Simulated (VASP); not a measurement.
# KRb2GaF6 (Fm-3m) in VASP: a series of runs

Runs on KRb2GaF6. Level: LDA. Tasks: single point.

Program: VASP 6.6.1. These are calculated values, not measurements. Logs are shortened: lines on timing, memory, paths and dates and some standing lists are left out, and cuts for length are marked.

## (1) The cell of the first run

It takes space group Fm-3m (No. 225, cubic). Conventional cell: a = 8.757 Å, b = 8.757 Å, c = 8.757 Å, α = 90.00°, β = 90.00°, γ = 90.00°. Within 3.3 Å of K (site symmetry m-3m) lie 6 F at 2.48 Å. Within 4.1 Å of Rb (site symmetry -43m) lie 12 F at 3.11 Å and 4 K at 3.79 Å and 4 Ga at 3.79 Å. Ga (site symmetry m-3m) has 6 F at 1.90 Å within 2.5 Å. F (site symmetry 4mm) has 1 Ga at 1.90 Å and 1 K at 2.48 Å within 2.5 Å.

## (2) Single point, LDA

INCAR reads:

```
PREC = Accurate ; ENCUT = 520
EDIFF = 1E-6 ; ISMEAR = 1
SIGMA = 0.02 ; LREAL = F
LASPH = T ; NELM = 80
ALGO = Normal ; ISIF = 2
LWAVE = F ; LCHARG = F
GGA = CA ; NBANDS = 52
```

KPOINTS reads:

```
Automatic mesh
0
Gamma
  4 4 4
```

POSCAR reads:

```
KRb2GaF6
1.0
    0.0000000000      4.3785480000      4.3785480000
    4.3785480000      0.0000000000      4.3785480000
    4.3785480000      4.3785480000      0.0000000000
K Rb Ga F
1 2 1 6
Direct
    0.5000000000      0.5000000000      0.5000000000
    0.7500000000      0.7500000000      0.7500000000
    0.2500000000      0.2500000000      0.2500000000
    0.0000000000      0.0000000000      0.0000000000
    0.7834410000      0.2165590000      0.7834410000
    0.2165590000      0.2165590000      0.7834410000
    0.7834410000      0.7834410000      0.2165590000
    0.7834410000      0.2165590000      0.2165590000
    0.2165590000      0.7834410000      0.2165590000
    0.2165590000      0.7834410000      0.7834410000
```

Potentials or basis: VASP PAW LDA potentials, release 64 (K_sv, Rb_sv, Ga_d, F).

Started as:

```console
> cat potpaw_LDA.64/K_sv/POTCAR potpaw_LDA.64/Rb_sv/POTCAR potpaw_LDA.64/Ga_d/POTCAR potpaw_LDA.64/F/POTCAR > POTCAR
> mpirun -np 1 vasp_std > vasp.out
```

OUTCAR:

```text
PREC = Accurate
   ENCUT = 520
   EDIFF = 1E-6
   ISMEAR = 1
   LREAL = F
   LASPH = T
   NELM = 80
   ISIF = 2
   GGA = CA

 ion  position               nearest neighbor table
   1  0.500  0.500  0.500-   5 2.48   6 2.48   7 2.48   8 2.48   9 2.48  10 2.48   3 3.79   3 3.79
                             2 3.79   3 3.79   3 3.79   2 3.79   2 3.79   2 3.79
   2  0.750  0.750  0.750-   5 3.11   7 3.11  10 3.11   7 3.11   8 3.11   9 3.11   5 3.11   6 3.11
                             8 3.11   6 3.11   9 3.11  10 3.11   4 3.79   1 3.79   1 3.79   4 3.79
   3  0.250  0.250  0.250-   5 3.11   7 3.11   8 3.11   7 3.11   9 3.11  10 3.11   5 3.11   6 3.11
                            10 3.11   6 3.11   8 3.11   9 3.11   1 3.79   4 3.79   4 3.79   4 3.79
   4  0.000  0.000  0.000-   5 1.90   6 1.90   7 1.90   8 1.90   9 1.90  10 1.90   2 3.79   2 3.79
                             2 3.79   3 3.79   2 3.79   3 3.79   3 3.79   3 3.79
   5  0.783  0.217  0.783-   4 1.90   1 2.48   2 3.11   2 3.11   3 3.11   3 3.11
   6  0.217  0.217  0.783-   4 1.90   1 2.48   2 3.11   3 3.11   2 3.11   3 3.11
   7  0.783  0.783  0.217-   4 1.90   1 2.48   2 3.11   2 3.11   3 3.11   3 3.11
   8  0.783  0.217  0.217-   4 1.90   1 2.48   2 3.11   3 3.11   2 3.11   3 3.11
   9  0.217  0.783  0.217-   4 1.90   1 2.48   2 3.11   3 3.11   2 3.11   3 3.11
  10  0.217  0.783  0.783-   4 1.90   1 2.48   2 3.11   2 3.11   3 3.11   3 3.11

  LATTYP: Found a face centered cubic cell.
 ALAT       =     8.7570960000

  Lattice vectors:

 A1 = (   0.0000000000,   4.3785480000,   4.3785480000)
 A2 = (   4.3785480000,   0.0000000000,   4.3785480000)
 A3 = (   4.3785480000,   4.3785480000,   0.0000000000)

Analysis of symmetry for initial positions (statically):
=====================================================================
 Subroutine PRICEL returns:
 Original cell was already a primitive cell.

 Routine SETGRP: Setting up the symmetry group for a
 face centered cubic supercell.

 Subroutine GETGRP returns: Found 48 space group operations
 (whereof 48 operations were pure point group operations)
 out of a pool of 48 trial point group operations.

The static configuration has the point symmetry O_h .

Analysis of symmetry for dynamics (positions and initial velocities):
=====================================================================
 Subroutine PRICEL returns:
 Original cell was already a primitive cell.

 Routine SETGRP: Setting up the symmetry group for a
 face centered cubic supercell.

 Subroutine GETGRP returns: Found 48 space group operations
 (whereof 48 operations were pure point group operations)
 out of a pool of 48 trial point group operations.

The dynamic configuration has the point symmetry O_h .

 Subroutine INISYM returns: Found 48 space group operations
 (whereof 48 operations are pure point group operations),
 and found     1 'primitive' translations

----------------------------------------------------------------------------------------

                                     Primitive cell

  volume of cell :     167.8883

  direct lattice vectors                    reciprocal lattice vectors
     0.000000000  4.378548000  4.378548000    -0.114193107  0.114193107  0.114193107
     4.378548000  0.000000000  4.378548000     0.114193107 -0.114193107  0.114193107
     4.378548000  4.378548000  0.000000000     0.114193107  0.114193107 -0.114193107

  length of vectors
     6.192201965  6.192201965  6.192201965     0.197788263  0.197788263  0.197788263

  position of ions in fractional coordinates (direct lattice)
     0.500000000  0.500000000  0.500000000
     0.750000000  0.750000000  0.750000000
     0.250000000  0.250000000  0.250000000
     0.000000000  0.000000000  0.000000000
     0.783441000  0.216559000  0.783441000
     0.216559000  0.216559000  0.783441000
     0.783441000  0.783441000  0.216559000
     0.783441000  0.216559000  0.216559000
     0.216559000  0.783441000  0.216559000
     0.216559000  0.783441000  0.783441000

  ion indices of the primitive-cell ions
   primitive index   ion index
                 1           1
                 2           2
                 3           3
                 4           4
                 5           5
                 6           6
                 7           7
                 8           8
                 9           9
                10          10

----------------------------------------------------------------------------------------

 KPOINTS: Automatic mesh

Automatic generation of k-mesh.
 Grid dimensions read from file:
 generate k-points for:    4    4    4

 Generating k-lattice:

  Cartesian coordinates                     Fractional coordinates (reciprocal lattice)
    -0.028548277  0.028548277  0.028548277     0.250000000  0.000000000  0.000000000
     0.028548277 -0.028548277  0.028548277     0.000000000  0.250000000  0.000000000
     0.028548277  0.028548277 -0.028548277     0.000000000  0.000000000  0.250000000

  Length of vectors
     0.049447066  0.049447066  0.049447066

  Shift w.r.t. Gamma in fractional coordinates (k-lattice)
     0.000000000  0.000000000  0.000000000

 Subroutine IBZKPT returns following result:
 ===========================================

 Found      8 irreducible k-points:

 Following reciprocal coordinates:
            Coordinates               Weight
  0.000000  0.000000  0.000000      1.000000
  0.250000  0.000000  0.000000      8.000000
  0.500000  0.000000  0.000000      4.000000
  0.250000  0.250000  0.000000      6.000000
  0.500000  0.250000  0.000000     24.000000
 -0.250000  0.250000  0.000000     12.000000
  0.500000  0.500000  0.000000      3.000000
 -0.250000  0.500000  0.250000      6.000000
   k-points           NKPTS =      8   k-points in BZ     NKDIM =      8   number of bands    NBANDS=     52
   number of dos      NEDOS =    301   number of ions     NIONS =     10
   total plane-waves  NPLWV = 110592
   dimension x,y,z NGX =    48 NGY =   48 NGZ =   48
   dimension x,y,z NGXF=    96 NGYF=   96 NGZF=   96
   ions per type =               1   2   1   6
   NGX,Y,Z   is equivalent  to a cutoff of  12.89, 12.89, 12.89 a.u.
   NGXF,Y,Z  is equivalent  to a cutoff of  25.77, 25.77, 25.77 a.u.
 SYSTEM =  unknown system
   PREC   = accura    normal or accurate (medium, high low for compatibility)
   ISTART =      0    job   : 0-new  1-cont  2-samecut
   ICHARG =      2    charge: 1-file 2-atom 10-const
   ISPIN  =      1    spin polarized calculation?
   LNONCOLLINEAR =      F non collinear calculations
   LSORBIT =      F    spin-orbit coupling
   LASPH  =      T    aspherical Exc in radial PAW
   ENCUT  =  520.0 eV  38.22 Ry    6.18 a.u.  11.51 11.51 11.51*2*pi/ulx,y,z
   NELM   =     80;   NELMIN=  2; NELMDL= -5     # of ELM steps
   EDIFF  = 0.1E-05   stopping-criterion for ELM
   LREAL  =      F    real-space projection
   EDIFFG = 0.1E-04   stopping-criterion for IOM
   NSW    =      0    number of steps for IOM
   IBRION =     -1    ionic relax: 0-MD 1-quasi-New 2-CG
   NFREE  =      0    steps in history (QN), initial steepest desc. (CG)
   ISIF   =      2    stress and relaxation
   ISYM   =      2    0-nonsym 1-usesym 2-fastsym
   POTIM  = 0.5000    time-step for ionic-motion
   TEBEG  =    0.0;   TEEND  =   0.0 temperature during run
   PSTRESS=    0.0 pullay stress
   NELECT =      82.0000    total number of electrons
   NUPDOWN=      -1.0000    fix difference up-down
   EMIN   =  10.00;   EMAX   =-10.00  energy-range for DOS
   EFERMI =   0.00;   METHOD = LEGACY
   ISMEAR =     1;   SIGMA  =   0.02  broadening in eV -4-tet -1-fermi 0-gaus
   EFERMI_NEDOS =   21; number of points for ismear=-14 and -15
   IALGO  =     38    algorithm
   IMIX   =      4    mixing-type and parameters
     AMIX     =   0.40;   BMIX     =  1.00
     AMIX_MAG =   1.60;   BMIX_MAG =  1.00
  volume/ion in A,a.u.               =      16.79       113.30
  Fermi-wavevector in a.u.,A,eV,Ry     =   1.289257  2.436342 22.615364  1.662182
  Thomas-Fermi vector in A             =   2.421160
   LORBIT       =      0    0 simple, 1 ext, 2 COOP (PROOUT), +10 PAW based schemes
   GGA     = CA    functional components
   LHFCALC =     F    Hartree Fock is set to
   AEXX    =    0.0000 exact exchange contribution
   IVDW    =     0    specifies the selected vdW correction
   LEPSILON=     F    determine dielectric tensor
   LRPA    =     F    only Hartree local field effects (RPA)
 non-spin polarized calculation
 Methfessel and Paxton  Order N= 1 SIGMA  =   0.02
  energy-cutoff  :      520.00
  volume of cell :      167.89
 maximum number of plane-waves:      4573
 NGX is ok and might be reduce to    48
   NGX = 23   NGY = 23   NGZ = 23

 number of electron      81.9999975 magnetization

 Free energy of the ion-electron system (eV)
  ---------------------------------------------------
  ext. energy  EPLUGINS =         0.00000000
  ---------------------------------------------------
  free energy    TOTEN  =       -49.46535099 eV

  energy without entropy =      -49.46559919  energy(sigma->0) =      -49.46543372

 E-fermi :  -2.6276     XC(G=0):  -9.6706

 val. band max:       -2.6400701573   @ k =   0.0000   0.0000   0.0000
 cond. band min:       3.3323024747   @ k =   0.0000   0.0000   0.0000
 fundamental gap:      5.9723726320
 Fermi energy:        -2.6276062623

 k-point     1 :       0.0000    0.0000    0.0000
  band No.  band energies     occupation
      1     -27.4877      2.00000
      2     -25.1936      2.00000
      3     -25.1423      2.00000
      4     -22.3735      2.00000
      5     -21.8555      2.00000
      6     -21.8555      2.00000
[... 44 lines left out ...]
     51       7.7968      0.00000
     52       9.8764      0.00000
[... 383 lines left out ...]
     51       8.4802      0.00000
     52       8.8531      0.00000

------------------------ aborting loop because EDIFF is reached ----------------------------------------

  FORCE on cell =-STRESS in cart. coord.  units (eV):
  Direction    XX          YY          ZZ          XY          YZ          ZX
  --------------------------------------------------------------------------------------
  -------------------------------------------------------------------------------------
  Total       -2.5682368     -2.5682368     -2.5682368     -0.0000000     -0.0000000      0.0000000
  in kB      -24.5089840    -24.5089840    -24.5089840     -0.0000000     -0.0000000      0.0000000
  external PRESSURE =     -24.5089840 kB  Pullay stress =       0.0000000 kB

 VOLUME and BASIS-vectors are now :
 -----------------------------------------------------------------------------
  energy-cutoff  :      520.00
  volume of cell :      167.89
      direct lattice vectors                 reciprocal lattice vectors
     0.000000000  4.378548000  4.378548000    -0.114193107  0.114193107  0.114193107
     4.378548000  0.000000000  4.378548000     0.114193107 -0.114193107  0.114193107
     4.378548000  4.378548000  0.000000000     0.114193107  0.114193107 -0.114193107

 POSITION                                       TOTAL-FORCE (eV/Angst)
 -----------------------------------------------------------------------------------
      4.37855      4.37855      4.37855         0.000000     -0.000000      0.000000
      6.56782      6.56782      6.56782         0.000000     -0.000000      0.000000
      2.18927      2.18927      2.18927        -0.000000     -0.000000      0.000000
      0.00000      0.00000      0.00000         0.000000     -0.000000      0.000000
      4.37855      6.86067      4.37855         0.000000     -0.012778      0.000000
      4.37855      4.37855      1.89643         0.000000     -0.000000      0.012778
      4.37855      4.37855      6.86067         0.000000     -0.000000     -0.012778
      1.89643      4.37855      4.37855         0.012778     -0.000000      0.000000
      4.37855      1.89643      4.37855         0.000000      0.012778      0.000000
      6.86067      4.37855      4.37855        -0.012778     -0.000000      0.000000
 -----------------------------------------------------------------------------------
    total drift:                               -0.000000      0.000000     -0.000000

  FREE ENERGIE OF THE ION-ELECTRON SYSTEM (eV)
  ---------------------------------------------------
  free  energy   TOTEN  =       -49.4653509901 eV

  energy  without entropy=      -49.4655991886  energy(sigma->0) =      -49.46543372
```

It took 87 s on 1 thread of Intel Xeon Platinum 8488C (Sapphire Rapids), shared host; peak memory 0.29 GiB.

What came out:

| Property | Result |
| --- | --- |
| Free energy | -49.4654 eV |
| Pressure | -2.5 GPa |
| Largest force | 0.013 eV/Å |
| Band gap on the k mesh | 5.97 eV |

Forces in eV/Å, atoms in the order of the input:
```
K    0.000  0.000  0.000
Rb   0.000  0.000  0.000
Rb   0.000  0.000  0.000
Ga   0.000  0.000  0.000
F    0.000 -0.013  0.000
F    0.000  0.000  0.013
F    0.000  0.000 -0.013
F    0.013  0.000  0.000
F    0.000  0.013  0.000
F   -0.013  0.000  0.000
```

## (3) Single point, LDA

INCAR reads:

```
SYSTEM = KRb2GaF6
  ALGO = Normal
  EDIFF = 1E-7
  ENCUT = 520
  GGA = CA
  ISIF = 2
  ISMEAR = 1
  LASPH = .TRUE.
  LCHARG = .TRUE.
  LELF = .TRUE.
  LREAL = .FALSE.
  LVHAR = .TRUE.
  LWAVE = .FALSE.
  NBANDS = 52
  NELM = 100
  PREC = Accurate
  SIGMA = 0.02
```

KPOINTS reads:

```
k-points
0
G
  4 4 4
  0 0 0
```

POSCAR is that of step 2.

Potentials or basis: VASP PAW LDA potentials, release 64 (K_sv, Rb_sv, Ga_d, F).

Started as:

```console
> cat potpaw_LDA.64/K_sv/POTCAR potpaw_LDA.64/Rb_sv/POTCAR potpaw_LDA.64/Ga_d/POTCAR potpaw_LDA.64/F/POTCAR > POTCAR
> mpirun -np 1 vasp_std > vasp.out
```

Wall time 1.7 min (1 thread of Intel Xeon Platinum 8488C (Sapphire Rapids), shared host); peak memory 0.29 GiB.

The run converged. Its results:

- Free energy: -49.4654 eV
- Pressure: -2.5 GPa
- Largest force: 0.013 eV/Å
- Band gap on the k mesh: 5.97 eV

Forces on the atoms (eV/Å):
```
K    0.000  0.000  0.000
Rb   0.000  0.000  0.000
Rb   0.000  0.000  0.000
Ga   0.000  0.000  0.000
F    0.000 -0.013  0.000
F    0.000  0.000  0.013
F    0.000  0.000 -0.013
F    0.013  0.000  0.000
F    0.000  0.013  0.000
F   -0.013  0.000  0.000
```

Levels at points of the mesh, in eV from the valence-band top:
```
           k point  band 37  band 38  band 39  band 40  band 41  band 42  band 43  band 44  band 45  band 46
(0.00, 0.00, 0.00)    -0.41    -0.41     0.00     0.00     0.00     5.97     8.96     8.96     9.63     9.63
(0.50, 0.00, 0.00)    -0.34    -0.34    -0.11    -0.11    -0.09     7.81     8.46    10.17    10.17    10.18
(0.50, 0.50, 0.00)    -0.49    -0.49    -0.27    -0.27    -0.01     8.00     8.56     9.35     9.59     9.80
```
